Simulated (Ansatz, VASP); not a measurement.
Hf2SeS3 in VASP and in Ansatz

```
CELL_PARAMETERS angstrom
4.33759 0.00000 0.00000
-2.16879 3.75646 0.00000
0.00000 0.00000 7.85452
ATOMIC_POSITIONS crystal
Hf 0.66667 0.33333 0.67866
Hf 0.33333 0.66667 0.32134
Se 0.00000 0.00000 0.00000
S 0.00000 0.00000 0.50000
S 0.66667 0.33333 0.35725
S 0.33333 0.66667 0.64275
```

Change from the starting cell: species swapped into the Sr2H3I type (P-3m1, No. 164).

Alike in both runs: task single point; functional PBE; k mesh 6 × 6 × 2; occupations gaussian, width 0.1 eV; no spin polarisation.

|  | VASP | Ansatz |
| --- | --- | --- |
| version | VASP 6.6.1 | Ansatz 0.2.0 |
| potentials or method | VASP PAW PBE potentials, release 64 (Hf_pv, Se, S), cutoff 520 eV | scalar-relativistic, plane waves, PAW |
| valence electrons in the cell | 44 | 86 |

|  | VASP | Ansatz | Ansatz less VASP |
| --- | --- | --- | --- |
| gap on the k mesh at the Fermi level (eV) | none | none | - |
| pressure (GPa) | 2.4 | 3.1 | +0.67 |
| traceless stress, the component that is largest in VASP (GPa) | -9.37 | -9.46 | -0.093 |
| rms of the force components (eV/Å) | 0.643 | 0.674 | +0.0315 |

Atom by atom the forces differ by 0.038 eV/Å (rms over components). A gap of «none» marks a metal or a gap that the smearing closes. With one functional, cell and mesh, what is left measures potentials, basis and numerics. VASP's potentials hold 44 valence electrons a cell and Ansatz's 86, so a difference there can come from the potentials and not from the codes.

The k mesh is coarse, so the values compare programs but aren't converged. Neither program's run includes spin-orbit coupling.
